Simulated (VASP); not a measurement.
A run of VASP 6.6.1:

INCAR

```
SYSTEM = AlN
ALGO     = Normal         ! electronic algorithm
EDIFF    = 1E-7           ! SCF threshold, eV
ENCUT    = 520            ! plane-wave cutoff, eV
GGA      = PS             ! functional
ISIF     = 2              ! what is computed and relaxed
ISMEAR   = 0              ! smearing method
LASPH    = .True.         ! aspherical terms in the spheres
LCHARG   = .True.         ! write CHGCAR
LELF     = .True.         ! ELF
LREAL    = .False.        ! projectors in reciprocal space
LVHAR    = .True.       
LWAVE    = .False.        ! write WAVECAR
NBANDS   = 16             ! bands
NELM     = 60             ! most SCF steps
PREC     = Accurate       ! precision mode
SIGMA    = 0.01           ! smearing width, eV
```

File KPOINTS:

```
k-points
0
Gamma
  8 8 6
  0 0 0
```

Contents of POSCAR:

```
AlN
1.0
    3.0824771196      0.0000000000      0.0000000000
   -1.5412385598      2.6695034921      0.0000000000
    0.0000000000      0.0000000000      4.9210768552
Al N
2 2
Direct
    0.3333333333      0.6666666667     -0.0013567587
    0.6666666667      0.3333333333      0.4986432413
    0.3333333333      0.6666666667      0.3813567587
    0.6666666667      0.3333333333      0.8813567587
```

Potentials or basis: VASP PAW PBE potentials, release 64 (Al, N).

Run with:

```bash
$ cat potpaw_PBE.64/Al/POTCAR potpaw_PBE.64/N/POTCAR > POTCAR
$ mpirun -np 1 vasp_std > vasp.out
```

Hardware: 1 thread of Intel(R) Xeon(R) 6975P-C (Granite Rapids), on a shared host.

Question: How long does it take, and how much memory?

Answer: Wall time 9.8 s on 1 thread of Intel(R) Xeon(R) 6975P-C (Granite Rapids), with other jobs on the host, peak memory 0.15 GiB. Counts: scf iterations 14, k points 40.
